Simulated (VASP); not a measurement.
Set up this calculation in VASP 6.6.1, as the native input.

```
Task                   : single point
Functional             : LDA
Potentials or basis    : VASP PAW PBE potentials, release 64 (Tb)
Cutoff                 : 520 eV
k mesh                 : 14 × 14 × 8
Occupations            : fermi-dirac, width 0.05 eV
Spin                   : collinear spin, antiferromagnetic start
Starting moments       : [5.99, -5.99] μB
Dipole correction      : no
Further INCAR settings : ALGO = Normal; EDIFF = 1e-07; NBANDS = 30
```

The structure of Tb lies in POSCAR:

```
Tb
1.0
    3.3930812402      0.0000000000      0.0000000000
   -1.6965406201      2.9384945511      0.0000000000
    0.0000000000      0.0000000000      5.4223467653
Tb
2
Direct
    0.3333333333      0.6666666667      0.2500000000
    0.6666666667      0.3333333333      0.7500000000
```

One way to write it, as run:

INCAR

```
SYSTEM = Tb
ALGO = Normal
EDIFF = 1E-7
ENCUT = 520
GGA = CA
ISIF = 2
ISMEAR = -1
ISPIN = 2
LASPH = .TRUE.
LCHARG = .TRUE.
LELF = .TRUE.
LMAXMIX = 6
LORBIT = 11
LREAL = .FALSE.
LVHAR = .TRUE.
LWAVE = .FALSE.
MAGMOM = 5.99 -5.99
NBANDS = 30
NELM = 150
PREC = Accurate
SIGMA = 0.05
```

KPOINTS

```
k-points
0
G
  14 14 8
  0 0 0
```

Potentials or basis: VASP PAW PBE potentials, release 64 (Tb).

Command:

```console
$ cat potpaw_PBE.64/Tb/POTCAR > POTCAR
$ mpirun -np 1 vasp_std > vasp.out
```

Results of the run:

| Property | Result |
| --- | --- |
| Pressure | 0.5 GPa |
| Band gap on the k mesh | zero (filled and empty bands overlap) |
| Net moment | 0.00 μB per cell |
| Site moments | Tb +5.78, -5.78 μB |
| Valence electrons inside the program's atomic spheres | Tb 16.38 |

Caveat: the magnetic or orbital state may not be the lowest; the antiferromagnetic order is the one typed at the start, and another may lie lower; the PAW data sets were made with another functional, which shifts forces and pressure a little; spin-orbit coupling is left out, which moves the levels of the heavy elements; semilocal functionals describe open f shells poorly, which spoils levels, moments and volumes.

It took 25 min on 1 thread of Intel(R) Xeon(R) Platinum 8259CL CPU @ 2.50GHz (Skylake/Cascade Lake), with other jobs on the host, peak memory 0.39 GiB.
